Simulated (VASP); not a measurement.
# Li5Cl3 (P4/mmm) in VASP: a series of runs, part 2 of 2

VASP 6.6.1. The steps go on from the part before.

**3. Single point, PBE**

Contents of INCAR:

```
  PREC = Accurate
  ENCUT = 520
  EDIFF = 1E-6
  ISMEAR = 0
  SIGMA = 0.1
  LREAL = False
  LASPH = True
  NELM = 100
  ALGO = Normal
  ISIF = 2
  LWAVE = False
  LCHARG = False
  GGA = PE
  NBANDS = 28
```

Contents of KPOINTS:

```
regular mesh
0
Gamma
  6 6 2
```

Contents of POSCAR:

```
Li5Cl3
1.0
    3.2282983609      0.0000000000      0.0000000000
    0.0000000000      3.2282983609      0.0000000000
    0.0000000000      0.0000000000     14.7932987121
Li Cl
5 3
Direct
    0.0000000000      0.0000000000      0.2128826310
    0.0000000000      0.0000000000      0.7871173690
    0.0000000000      0.0000000000      0.0000000000
    0.5000000000      0.5000000000      0.3975665724
    0.5000000000      0.5000000000      0.6024334276
    0.5000000000      0.5000000000      0.1118277564
    0.5000000000      0.5000000000      0.8881722436
    0.0000000000      0.0000000000      0.5000000000
```

Potentials or basis: VASP PAW PBE potentials, release 64 (Li_sv, Cl).

On the command line:

```bash
> cat potpaw_PBE.64/Li_sv/POTCAR potpaw_PBE.64/Cl/POTCAR > POTCAR
> mpirun -np 1 vasp_std > vasp.out
```

Wall time 40 s (1 thread of Intel Xeon 6975P-C (Granite Rapids), shared host); peak memory 0.25 GiB.

It converged, with:

- Free energy: -23.8634 eV
- Largest force: 0.028 eV/Å
- Band gap on the k mesh: zero (band 18 reaches 5.17 eV, above the bottom of band 19 at 1.98 eV)

Forces on the atoms (eV/Å):
```
Li   0.000  0.000 -0.028
Li   0.000  0.000  0.028
Li   0.000  0.000  0.000
Li   0.000  0.000  0.018
Li   0.000  0.000 -0.018
Cl   0.000  0.000  0.007
Cl   0.000  0.000 -0.007
Cl   0.000  0.000  0.000
```

Levels at points of the mesh, in eV from the Fermi level:
| k point | band 15 | band 16 | band 17 | band 18 | band 19 | band 20 |
| --- | --- | --- | --- | --- | --- | --- |
| (0.00, 0.00, 0.00) | -4.07 | -4.01 | -4.01 | -2.04 | -1.29 | 1.50 |
| (0.50, 0.00, 0.00) | -3.75 | -3.62 | -3.60 | 0.54 | 0.89 | 1.00 |
| (0.50, 0.50, 0.00) | -5.48 | -4.83 | -4.33 | 1.69 | 1.74 | 1.85 |
| (0.00, 0.00, 0.50) | -4.07 | -4.01 | -4.01 | -1.86 | -1.51 | 1.71 |
| (0.50, 0.00, 0.50) | -3.75 | -3.62 | -3.60 | 0.59 | 0.71 | 1.26 |
| (0.50, 0.50, 0.50) | -5.48 | -4.83 | -4.33 | 1.69 | 1.71 | 1.71 |

Caveat: the cutoff is under 1.25 times the usual one of these potentials, so pressure, stress and relaxed cells hold a basis-set (Pulay) error.

**4. Relaxation of cell and atoms, PBE**

This run uses another cell than the first one, of 18.52 Å³/atom, 0.961 times its volume.

Contents of INCAR:

```
PREC     = Accurate       # precision mode
ENCUT    = 600            # plane-wave cutoff, eV
EDIFF    = 1E-6           # SCF threshold, eV
ISMEAR   = 0              # smearing method
SIGMA    = 0.1            # smearing width, eV
LREAL    = F              # projectors in reciprocal space
LASPH    = T              # aspherical terms in the spheres
NELM     = 100            # most SCF steps
ALGO     = Normal         # electronic algorithm
ISIF     = 3              # what is computed and relaxed
LWAVE    = F              # write WAVECAR
LCHARG   = F              # write CHGCAR
GGA      = PE             # functional
IBRION   = 2              # ionic algorithm
NSW      = 90             # ionic steps
EDIFFG   = -0.04          # ionic threshold
```

KPOINTS is that of step 3.

Contents of POSCAR:

```
Li5Cl3
1.0
    3.4837717800      0.0000000000      0.0000000000
    0.0000000000      3.4837717800      0.0000000000
    0.0000000000      0.0000000000     12.2097497800
Li Cl
5 3
Direct
    0.0000000000      0.0000000000      0.2500000000
    0.0000000000      0.0000000000      0.7500000000
    0.0000000000      0.0000000000      0.0000000000
    0.5000000000      0.5000000000      0.3750000000
    0.5000000000      0.5000000000      0.6250000000
    0.5000000000      0.5000000000      0.1250000000
    0.5000000000      0.5000000000      0.8750000000
    0.0000000000      0.0000000000      0.5000000000
```

On the command line:

```bash
> cat potpaw_PBE.64/Li_sv/POTCAR potpaw_PBE.64/Cl/POTCAR > POTCAR
> mpirun -np 1 vasp_std > vasp.out
```

Wall time 8.9 min (1 thread of Intel Xeon 6975P-C (Granite Rapids), shared host); peak memory 0.28 GiB.

The run converged. Its results:

```yaml
Free_energy: -23.8458 eV
Relaxed_volume: 19.14 Å³/atom
Relaxed_cell: a = 3.228 Å, b = 3.228 Å, c = 14.692 Å, α = 90.00°, β = 90.00°, γ = 90.00°
Space_group_after_relaxing_to_0.05_Å: P4/mmm (No. 123)
Energy_gained_by_relaxing: 189.4 meV/atom
Ionic_steps: 16
Pressure_after_relaxing: 0.0 GPa
Largest_force_after_relaxing: 0.019 eV/Å
Band_gap_on_the_k_mesh: zero (band 18 reaches 5.19 eV, above the bottom of band 19 at 2.06 eV)
```

Forces in eV/Å, atoms in the order of the input:
```
Li   0.000  0.000 -0.010
Li   0.000  0.000  0.010
Li   0.000  0.000  0.000
Li   0.000  0.000 -0.003
Li   0.000  0.000  0.003
Cl   0.000  0.000 -0.019
Cl   0.000  0.000  0.019
Cl   0.000  0.000  0.000
```

The path:
| step | energy change (eV) | largest force (eV/Å) | pressure (GPa) | volume (Å³) |
| --- | --- | --- | --- | --- |
| 1 | 0.0000 | 0.6304 | 0.67 | 148.19 |
| 2 | -0.3052 | 0.6972 | 0.22 | 149.76 |
| 3 | -0.9257 | 0.7211 | -0.62 | 153.41 |
| 4 | -0.4326 | 0.4450 | 0.25 | 156.17 |
| 5 | -1.0709 | 0.5779 | -0.69 | 154.68 |
| 6 | -1.2293 | 0.5463 | -0.23 | 152.09 |
| 7 | -1.3420 | 0.5366 | 0.83 | 147.81 |
| 8 | -1.4382 | 0.3280 | 0.03 | 152.01 |
| 9 | -1.4514 | 0.2645 | -0.31 | 154.26 |
| 10 | -1.4937 | 0.1567 | -0.20 | 153.95 |
| 11 | -1.5008 | 0.1425 | -0.12 | 153.76 |
| 12 | -1.5109 | 0.0789 | 0.05 | 152.77 |
| 13 | -1.5117 | 0.0543 | 0.12 | 152.40 |
| 14 | -1.5144 | 0.0404 | -0.02 | 153.10 |
| 15 | -1.5144 | 0.0402 | 0.00 | 153.06 |
| 16 | -1.5149 | 0.0191 | 0.00 | 153.12 |

Final structure:
```
CELL_PARAMETERS angstrom
3.22828 0.00000 0.00000
0.00000 3.22828 0.00000
0.00000 0.00000 14.69185
ATOMIC_POSITIONS crystal
Li 0.00000 0.00000 0.21336
Li 0.00000 0.00000 0.78664
Li 0.00000 0.00000 0.00000
Li 0.50000 0.50000 0.39784
Li 0.50000 0.50000 0.60216
Cl 0.50000 0.50000 0.11264
Cl 0.50000 0.50000 0.88736
Cl 0.00000 0.00000 0.50000
```

Levels at points of the mesh, in eV from the Fermi level:
```tsv
k point	band 14	band 15	band 16	band 17	band 18	band 19	band 20	band 21
(0.00, 0.00, 0.00)	-4.14	-4.14	-4.07	-4.07	-2.05	-1.27	1.49	2.31
(0.50, 0.00, 0.00)	-5.02	-3.81	-3.68	-3.65	0.52	0.88	0.98	1.44
(0.50, 0.50, 0.00)	-6.46	-5.52	-4.88	-4.37	1.63	1.69	1.79	1.90
(0.00, 0.00, 0.50)	-4.14	-4.14	-4.07	-4.07	-1.86	-1.50	1.69	2.07
(0.50, 0.00, 0.50)	-5.02	-3.81	-3.68	-3.65	0.57	0.70	1.25	1.26
(0.50, 0.50, 0.50)	-6.46	-5.52	-4.88	-4.37	1.63	1.67	1.67	1.69
```

Caveat: the cutoff is under 1.25 times the usual one of these potentials, so pressure, stress and relaxed cells hold a basis-set (Pulay) error.

**5. Single point, PBE**

This run uses another cell than the first one, of 18.52 Å³/atom, 0.961 times its volume.

Contents of INCAR:

```
PREC     = Accurate       # precision mode
ENCUT    = 520            # plane-wave cutoff, eV
EDIFF    = 1E-6           # SCF threshold, eV
ISMEAR   = 0              # smearing method
SIGMA    = 0.1            # smearing width, eV
LREAL    = False          # projectors in reciprocal space
LASPH    = True           # aspherical terms in the spheres
NELM     = 100            # most SCF steps
ALGO     = Normal         # electronic algorithm
ISIF     = 2              # what is computed and relaxed
LWAVE    = False          # write WAVECAR
LCHARG   = False          # write CHGCAR
GGA      = PE             # functional
NBANDS   = 28             # bands
```

KPOINTS is that of step 4.

POSCAR is that of step 4.

On the command line:

```bash
> cat potpaw_PBE.64/Li_sv/POTCAR potpaw_PBE.64/Cl/POTCAR > POTCAR
> mpirun -np 1 vasp_std > vasp.out
```

Run time: 52 s. Hardware: 1 thread of Intel Xeon 6975P-C (Granite Rapids), shared host; peak memory 0.28 GiB.

It converged, with:

| Quantity | Value |
| --- | --- |
| Free energy | -22.3323 eV |
| Largest force | 0.631 eV/Å |
| Band gap on the k mesh | zero (band 18 reaches 4.61 eV, above the bottom of band 19 at 3.24 eV) |

Forces on the atoms (eV/Å):
```
Li   0.000  0.000 -0.631
Li   0.000  0.000  0.631
Li   0.000  0.000  0.000
Li   0.000  0.000  0.623
Li   0.000  0.000 -0.623
Cl   0.000  0.000  0.409
Cl   0.000  0.000 -0.409
Cl   0.000  0.000  0.000
```

Levels at points of the mesh, in eV from the Fermi level:
```
           k point  band 14  band 15  band 16  band 17  band 18  band 19  band 20  band 21  band 22  band 23
(0.00, 0.00, 0.00)    -4.50    -4.50    -4.42    -4.42    -1.87    -0.21     0.78     1.65     1.80     4.69
(0.50, 0.00, 0.00)    -4.79    -4.43    -4.19    -4.14    -0.30     0.39     0.40     1.23     2.99     3.55
(0.50, 0.50, 0.00)    -6.11    -5.91    -5.21    -4.29     0.57     0.57     1.02     1.02     1.24     1.41
(0.00, 0.00, 0.50)    -4.51    -4.51    -4.41    -4.41    -1.43    -0.80     1.21     1.32     1.90     4.77
(0.50, 0.00, 0.50)    -4.78    -4.43    -4.19    -4.14    -0.20    -0.05     0.94     0.98     3.17     3.49
(0.50, 0.50, 0.50)    -6.09    -5.91    -5.21    -4.29     0.34     0.34     1.24     1.41     1.46     1.46
```

Caveat: the cutoff is under 1.25 times the usual one of these potentials, so pressure, stress and relaxed cells hold a basis-set (Pulay) error.

**6. The runs side by side**

```tsv
task	cell	k mesh	cutoff (eV)	gap on the mesh (eV)	pressure (GPa)	relaxed volume (Å³/atom)	largest force (eV/Å)
relaxation of cell and atoms	relaxed from a = 3.228, b = 3.228, c = 14.793 Å, 8 atoms	12 × 12 × 4	600	none	0.0	19.33	0.01
single point	a = 3.228, b = 3.228, c = 14.793 Å, 8 atoms	6 × 6 × 2	520	none	-	-	0.03
relaxation of cell and atoms	relaxed from a = 3.484, b = 3.484, c = 12.210 Å, 8 atoms	6 × 6 × 2	600	none	0.0	19.14	0.02
single point	a = 3.484, b = 3.484, c = 12.210 Å, 8 atoms	6 × 6 × 2	520	none	-	-	0.63
```

Alike in all rows: level PBE; potentials or basis VASP PAW PBE potentials, release 64 (Li_sv, Cl); no spin polarisation; smearing gaussian 0.1 eV.

Caveats: the cutoff is under 1.25 times the usual one of these potentials, so pressure, stress and relaxed cells hold a basis-set (Pulay) error.

Absolute energies hang on the potentials; compare differences alone.
